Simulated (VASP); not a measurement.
# HfB31N32 (a cell with a defect): single point with PBEsol

The system is HfB31N32 (a cell with a defect).

```
CELL_PARAMETERS angstrom
7.21159 0.00000 0.00000
0.00000 7.21159 0.00000
0.00000 0.00000 7.21159
ATOMIC_POSITIONS crystal
B 0.99953 0.99960 0.99969
B 0.00220 0.99958 0.49997
B 0.00220 0.49989 0.99969
B 0.99730 0.49963 0.49969
B 0.49874 0.99934 0.99945
B 0.49840 0.99955 0.50010
B 0.49839 0.50004 0.99963
B 0.24952 0.24893 0.00032
B 0.24257 0.24804 0.50242
B 0.24938 0.75025 0.99984
B 0.24250 0.75137 0.49737
B 0.74986 0.24767 0.99825
B 0.75617 0.23655 0.49713
B 0.74974 0.75128 0.00047
B 0.75553 0.76147 0.50353
B 0.24953 0.00022 0.24901
B 0.24936 0.99974 0.75033
B 0.24259 0.50235 0.24815
B 0.24248 0.49729 0.75148
B 0.74985 0.99816 0.24775
B 0.74973 0.00040 0.75136
B 0.75611 0.49713 0.23667
B 0.75556 0.50352 0.76158
B 0.00032 0.24781 0.24790
B 0.99878 0.24916 0.74998
B 0.99880 0.74988 0.24926
B 0.00017 0.75112 0.75120
B 0.50375 0.23963 0.23972
B 0.49527 0.25105 0.74843
B 0.49537 0.74823 0.25124
B 0.50295 0.75862 0.75870
Hf 0.53659 0.49686 0.49709
N 0.12533 0.12459 0.12468
N 0.12184 0.12174 0.62531
N 0.12186 0.62522 0.12185
N 0.12090 0.62540 0.62548
N 0.62509 0.11815 0.11823
N 0.62386 0.12247 0.62528
N 0.62389 0.62521 0.12250
N 0.65631 0.65993 0.66000
N 0.37534 0.37501 0.12571
N 0.34696 0.35889 0.64239
N 0.37486 0.87778 0.12258
N 0.37463 0.87503 0.62552
N 0.88090 0.37431 0.11763
N 0.87258 0.37530 0.62453
N 0.87485 0.87464 0.12504
N 0.88081 0.88143 0.62576
N 0.37533 0.12562 0.37508
N 0.37485 0.12248 0.87788
N 0.34702 0.64226 0.35903
N 0.37462 0.62543 0.87511
N 0.88092 0.11752 0.37439
N 0.87484 0.12496 0.87472
N 0.87261 0.62446 0.37538
N 0.88083 0.62569 0.88152
N 0.12120 0.37456 0.37466
N 0.12203 0.37460 0.87870
N 0.12205 0.87860 0.37469
N 0.12509 0.87541 0.87550
N 0.65994 0.33745 0.33755
N 0.62409 0.37517 0.87724
N 0.62411 0.87718 0.37525
N 0.62496 0.88060 0.88067
```

```yaml
Program: VASP 6.6.1
Task: single point
Functional: PBEsol
Potentials_or_basis: VASP PAW PBE potentials, release 64 (B, Hf_pv, N)
Cutoff: 520 eV
k_mesh: 2 × 2 × 2, shifted
Occupations: fermi-dirac, width 0.05 eV
Spin: no spin polarisation
Dipole_correction: no
Charge: -1
Further_INCAR_settings: LREAL = Auto; ALGO = Normal; EDIFF = 1e-06; NBANDS = 170; NELECT = 264.0
```

The largest force is 0.603 eV/Å.

Forces on the atoms (eV/Å):
```
B    0.196  0.046  0.045
B    0.170  0.010 -0.017
B    0.171 -0.016  0.011
B    0.163  0.036  0.038
B    0.173  0.037  0.036
B    0.165  0.049  0.020
B    0.167  0.021  0.048
B   -0.027  0.110 -0.001
B    0.031  0.134  0.122
B   -0.034  0.094  0.025
B   -0.041  0.125  0.043
B   -0.005  0.169  0.006
B    0.063  0.085 -0.065
B   -0.006  0.013  0.094
B    0.031  0.058 -0.069
B   -0.027 -0.001  0.110
B   -0.033  0.026  0.097
B    0.033  0.122  0.136
B   -0.041  0.043  0.125
B   -0.003  0.008  0.169
B   -0.007  0.095  0.011
B    0.068 -0.071  0.085
B    0.030 -0.072  0.058
B    0.116  0.112  0.114
B    0.170  0.083  0.119
B    0.169  0.120  0.082
B    0.175  0.079  0.080
B    0.037  0.169  0.168
B    0.067  0.055  0.131
B    0.062  0.135  0.050
B   -0.095  0.023  0.024
Hf   0.045  0.427  0.423
N   -0.065 -0.080 -0.081
N   -0.043 -0.094 -0.064
N   -0.044 -0.065 -0.095
N   -0.058 -0.050 -0.050
N   -0.016 -0.181 -0.180
N    0.001 -0.174 -0.150
N   -0.002 -0.152 -0.171
N    0.020 -0.065 -0.064
N   -0.081 -0.117 -0.070
N   -0.159 -0.236 -0.159
N   -0.120 -0.137 -0.010
N   -0.044 -0.103 -0.037
N    0.001 -0.073 -0.044
N   -0.112 -0.037 -0.035
N   -0.056 -0.065 -0.066
N   -0.089 -0.048 -0.002
N   -0.079 -0.069 -0.115
N   -0.122 -0.013 -0.136
N   -0.160 -0.163 -0.236
N   -0.043 -0.037 -0.104
N    0.001 -0.043 -0.076
N   -0.055 -0.066 -0.063
N   -0.114 -0.034 -0.038
N   -0.091 -0.002 -0.046
N   -0.112 -0.080 -0.080
N   -0.070 -0.013 -0.077
N   -0.069 -0.077 -0.013
N   -0.031 -0.036 -0.038
N   -0.065 -0.172 -0.176
N   -0.043  0.029  0.024
N   -0.043  0.023  0.030
N   -0.014  0.103  0.104
```

Levels at points of the mesh, in eV from the Fermi level:
```csv
k point,band 128,band 129,band 130,band 131,band 132,band 133,band 134,band 135,band 136,band 137
"(0.25, 0.25, 0.25)",-5.52,-5.19,-5.01,-4.66,-0.37,0.20,0.28,0.81,0.95,1.29
```

Run time: 20 min on 1 thread of AMD EPYC 7R13, on a shared host, peak memory 0.47 GiB.

Caveat: the cell carries a net charge on a neutralising background, which shifts energy and pressure; the cell is charged against a uniform background, so pressure and absolute levels hang on convention; the PAW data sets were made with another functional, which shifts forces and pressure a little; spin-orbit coupling is left out, which moves the levels of the heavy elements.
